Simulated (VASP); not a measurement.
# Al (Fm-3m) in VASP: a series of runs

Al is run at these levels: LDA; tasks: single point.

Everything below comes from runs of VASP 6.6.1. Logs are shortened: lines on timing, memory, paths and dates and some standing lists are left out, and cuts for length are marked.

### Step 1. The cell of the first run

The structure is cubic, space group Fm-3m (No. 225). Conventional cell: a = 3.264 Å, b = 3.264 Å, c = 3.264 Å, α = 90.00°, β = 90.00°, γ = 90.00°. Within 3.1 Å of Al (site symmetry m-3m) lie 12 Al at 2.31 Å.

### Step 2. Single point, LDA (volume scaled by 0.55)

Input file INCAR:

```
PREC = Accurate
ENCUT = 500
EDIFF = 1E-6
ISMEAR = -1
SIGMA = 0.05
LREAL = F
LASPH = T
NELM = 120
ALGO = Normal
ISIF = 2
LWAVE = F
LCHARG = F
GGA = CA
NBANDS = 8
GGA_COMPAT = F
```

Input file KPOINTS:

```
regular mesh
0
Gamma
  18 18 18
```

Input file POSCAR:

```
Al
1.0
    0.0000000000      1.6319069125      1.6319069125
    1.6319069125      0.0000000000      1.6319069125
    1.6319069125      1.6319069125      0.0000000000
Al
1
Direct
    0.0000000000      0.0000000000      0.0000000000
```

Potentials or basis: VASP PAW LDA potentials, release 64 (Al).

Command:

```bash
> cat potpaw_LDA.64/Al/POTCAR > POTCAR
> mpirun -np 1 vasp_std > vasp.out
```

OUTCAR:

```text
PREC = Accurate
   ENCUT = 500
   EDIFF = 1E-6
   ISMEAR = -1
   LREAL = F
   LASPH = T
   NELM = 120
   ISIF = 2
   GGA = CA

 ion  position               nearest neighbor table
   1  0.000  0.000  0.000-

  LATTYP: Found a face centered cubic cell.
 ALAT       =     3.2638138250

  Lattice vectors:

 A1 = (   0.0000000000,   1.6319069125,   1.6319069125)
 A2 = (   1.6319069125,   0.0000000000,   1.6319069125)
 A3 = (   1.6319069125,   1.6319069125,   0.0000000000)

Analysis of symmetry for initial positions (statically):
=====================================================================
 Subroutine PRICEL returns:
 Original cell was already a primitive cell.

 Routine SETGRP: Setting up the symmetry group for a
 face centered cubic supercell.

 Subroutine GETGRP returns: Found 48 space group operations
 (whereof 48 operations were pure point group operations)
 out of a pool of 48 trial point group operations.

The static configuration has the point symmetry O_h .

Analysis of symmetry for dynamics (positions and initial velocities):
=====================================================================
 Subroutine PRICEL returns:
 Original cell was already a primitive cell.

 Routine SETGRP: Setting up the symmetry group for a
 face centered cubic supercell.

 Subroutine GETGRP returns: Found 48 space group operations
 (whereof 48 operations were pure point group operations)
 out of a pool of 48 trial point group operations.

The dynamic configuration has the point symmetry O_h .

 Subroutine INISYM returns: Found 48 space group operations
 (whereof 48 operations are pure point group operations),
 and found     1 'primitive' translations

----------------------------------------------------------------------------------------

                                     Primitive cell

  volume of cell :       8.6919

  direct lattice vectors                    reciprocal lattice vectors
     0.000000000  1.631906913  1.631906913    -0.306390025  0.306390025  0.306390025
     1.631906913  0.000000000  1.631906913     0.306390025 -0.306390025  0.306390025
     1.631906913  1.631906913  0.000000000     0.306390025  0.306390025 -0.306390025

  length of vectors
     2.307864888  2.307864888  2.307864888     0.530683091  0.530683091  0.530683091

  position of ions in fractional coordinates (direct lattice)
     0.000000000  0.000000000  0.000000000

[... 70 lines left out ...]
   LNONCOLLINEAR =      F non collinear calculations
   LSORBIT =      F    spin-orbit coupling
   LASPH  =      T    aspherical Exc in radial PAW
   ENCUT  =  500.0 eV  36.75 Ry    6.06 a.u.   4.21  4.21  4.21*2*pi/ulx,y,z
   NELM   =    120;   NELMIN=  2; NELMDL= -5     # of ELM steps
   EDIFF  = 0.1E-05   stopping-criterion for ELM
   LREAL  =      F    real-space projection
   EDIFFG = 0.1E-04   stopping-criterion for IOM
   NSW    =      0    number of steps for IOM
   IBRION =     -1    ionic relax: 0-MD 1-quasi-New 2-CG
   NFREE  =      0    steps in history (QN), initial steepest desc. (CG)
   ISIF   =      2    stress and relaxation
   ISYM   =      2    0-nonsym 1-usesym 2-fastsym
   POTIM  = 0.5000    time-step for ionic-motion
   TEBEG  =    0.0;   TEEND  =   0.0 temperature during run
   PSTRESS=    0.0 pullay stress
   NELECT =       3.0000    total number of electrons
   NUPDOWN=      -1.0000    fix difference up-down
   EMIN   =  10.00;   EMAX   =-10.00  energy-range for DOS
   EFERMI =   0.00;   METHOD = LEGACY
   ISMEAR =    -1;   SIGMA  =   0.05  broadening in eV -4-tet -1-fermi 0-gaus
   EFERMI_NEDOS =   21; number of points for ismear=-14 and -15
   IALGO  =     38    algorithm
   IMIX   =      4    mixing-type and parameters
     AMIX     =   0.40;   BMIX     =  1.00
     AMIX_MAG =   1.60;   BMIX_MAG =  1.00
  volume/ion in A,a.u.               =       8.69        58.66
  Fermi-wavevector in a.u.,A,eV,Ry     =   1.148356  2.170078 17.942295  1.318721
  Thomas-Fermi vector in A             =   2.285031
   LORBIT       =      0    0 simple, 1 ext, 2 COOP (PROOUT), +10 PAW based schemes
   GGA     = CA    functional components
   LHFCALC =     F    Hartree Fock is set to
   AEXX    =    0.0000 exact exchange contribution
   IVDW    =     0    specifies the selected vdW correction
   LEPSILON=     F    determine dielectric tensor
   LRPA    =     F    only Hartree local field effects (RPA)
 non-spin polarized calculation
  energy-cutoff  :      500.00
  volume of cell :        8.69
 maximum number of plane-waves:       229
 NGX is ok and might be reduce to    18
   NGX =  9   NGY =  9   NGZ =  9

 number of electron       3.0000000 magnetization

 Free energy of the ion-electron system (eV)
  ---------------------------------------------------
  ext. energy  EPLUGINS =         0.00000000
  ---------------------------------------------------
  free energy    TOTEN  =        -1.77835256 eV

  energy without entropy =       -1.77574767  energy(sigma->0) =       -1.77705012

 E-fermi :  16.0868     XC(G=0): -12.9587

 val. band max:       16.0765984008   @ k =  -0.2778   0.2778   0.0556
 cond. band min:      16.0869687680   @ k =  -0.4444   0.3333   0.1111
 fundamental gap:      0.0103703672
 Fermi energy:        16.0867853303

 k-point     1 :       0.0000    0.0000    0.0000
  band No.  band energies     occupation
      1       0.1739      2.00000
      2      33.0103      0.00000
      3      33.0103      0.00000
      4      33.0103      0.00000
      5      38.4485      0.00000
      6      40.6613      0.00000
      7      40.6613      0.00000
      8      40.6613      0.00000
[... 243 lines left out ...]
 k-point    24 :      -0.2222    0.0556    0.0000
  band No.  band energies     occupation
      1       2.6391      2.00000
      2      21.6780      0.00000
      3      29.9475      0.00000
      4      33.2523      0.00000
      5      37.2516      0.00000
      6      38.3005      0.00000
      7      39.7992      0.00000
      8      44.3396      0.00000

 [... further k-points ...]
[... 5 lines left out ...]
  --------------------------------------------------------------------------------------
  -------------------------------------------------------------------------------------
  Total        9.8208181      9.8208181      9.8208181      0.0000000     -0.0000000      0.0000000
  in kB     1810.2648134   1810.2648134   1810.2648134      0.0000000     -0.0000000      0.0000000
  external PRESSURE =    1810.2648134 kB  Pullay stress =       0.0000000 kB

 VOLUME and BASIS-vectors are now :
 -----------------------------------------------------------------------------
  energy-cutoff  :      500.00
  volume of cell :        8.69
      direct lattice vectors                 reciprocal lattice vectors
     0.000000000  1.631906913  1.631906913    -0.306390025  0.306390025  0.306390025
     1.631906913  0.000000000  1.631906913     0.306390025 -0.306390025  0.306390025
     1.631906913  1.631906913  0.000000000     0.306390025  0.306390025 -0.306390025

 POSITION                                       TOTAL-FORCE (eV/Angst)
 -----------------------------------------------------------------------------------
      0.00000      0.00000      0.00000         0.000000      0.000000      0.000000
 -----------------------------------------------------------------------------------
    total drift:                                0.000000     -0.000000     -0.000000

  FREE ENERGIE OF THE ION-ELECTRON SYSTEM (eV)
  ---------------------------------------------------
  free  energy   TOTEN  =        -1.7783525622 eV

  energy  without entropy=       -1.7757476727  energy(sigma->0) =       -1.77705012
```

OSZICAR:

```text
N       E                     dE             d eps       ncg     rms          rms(c)
DAV:   1     0.192125505204E+00    0.19213E+00   -0.10739E+03  3200   0.215E+02
DAV:   2    -0.189394822920E+01   -0.20861E+01   -0.20297E+01  4536   0.253E+01
DAV:   3    -0.189945760209E+01   -0.55094E-02   -0.55002E-02  3976   0.146E+00
DAV:   4    -0.189946338790E+01   -0.57858E-05   -0.57836E-05  5048   0.379E-02
DAV:   5    -0.189946339368E+01   -0.57774E-08   -0.76997E-08  3976   0.539E-04    0.364E+00
DAV:   6    -0.182300790772E+01    0.76455E-01   -0.25082E-03  3648   0.316E-01    0.191E+00
DAV:   7    -0.177861693414E+01    0.44391E-01   -0.50157E-03  3416   0.435E-01    0.370E-01
DAV:   8    -0.177835293671E+01    0.26400E-03   -0.64209E-05  5312   0.398E-02    0.556E-02
DAV:   9    -0.177835256223E+01    0.37448E-06   -0.39036E-07  3776   0.394E-03
   1 F= -.17783526E+01 E0= -.17770501E+01  d E =-.260489E-02
```

It used 11 s of CPU time on 1 thread of AMD EPYC 7R13 Processor (Zen 3), with other jobs on the host.

What came out:

```yaml
Free_energy: -1.7784 eV
Pressure: 181.0 GPa
```

Levels at points of the mesh, in eV from the Fermi level:
| k point | band 1 | band 2 | band 3 | band 4 | band 5 | band 6 |
| --- | --- | --- | --- | --- | --- | --- |
| (0.00, 0.00, 0.00) | -15.91 | 16.92 | 16.92 | 16.92 | 22.36 | 24.57 |
| (0.50, 0.00, 0.00) | -7.02 | -5.18 | 15.04 | 15.04 | 20.44 | 20.52 |
| (0.50, 0.50, 0.00) | -4.03 | -2.26 | 5.42 | 9.94 | 9.94 | 18.54 |

### Step 3. Single point, LDA (volume scaled by 0.64)

Input file INCAR:

```
SYSTEM = Al
PREC = Accurate ; ENCUT = 500
EDIFF = 1E-6 ; ISMEAR = -1
SIGMA = 0.05 ; LREAL = .FALSE.
LASPH = .TRUE. ; NELM = 120
ALGO = Normal ; ISIF = 2
LWAVE = .FALSE. ; LCHARG = .FALSE.
GGA = CA ; NBANDS = 8
GGA_COMPAT = .FALSE.
```

Input file KPOINTS:

```
regular mesh
0
G
  18 18 18
  0 0 0
```

Input file POSCAR:

```
Al
1.0
    0.0000000000      1.7164631211      1.7164631211
    1.7164631211      0.0000000000      1.7164631211
    1.7164631211      1.7164631211      0.0000000000
Al
1
Direct
    0.0000000000      0.0000000000      0.0000000000
```

Potentials or basis: VASP PAW LDA potentials, release 64 (Al).

Command:

```bash
> cat potpaw_LDA.64/Al/POTCAR > POTCAR
> mpirun -np 1 vasp_std > vasp.out
```

It used 11 s of CPU time on 1 thread of AMD EPYC 7R13 Processor (Zen 3) (shared host).

Results (log left out):

```yaml
Free_energy: -2.9894 eV
Pressure: 99.8 GPa
```

Levels at points of the mesh, in eV from the Fermi level:
| k point | band 1 | band 2 | band 3 | band 4 | band 5 |
| --- | --- | --- | --- | --- | --- |
| (0.00, 0.00, 0.00) | -14.73 | 15.73 | 15.73 | 15.73 | 20.79 |
| (0.50, 0.00, 0.00) | -6.48 | -5.02 | 14.05 | 14.05 | 17.82 |
| (0.50, 0.50, 0.00) | -3.88 | -2.00 | 5.40 | 8.59 | 8.59 |
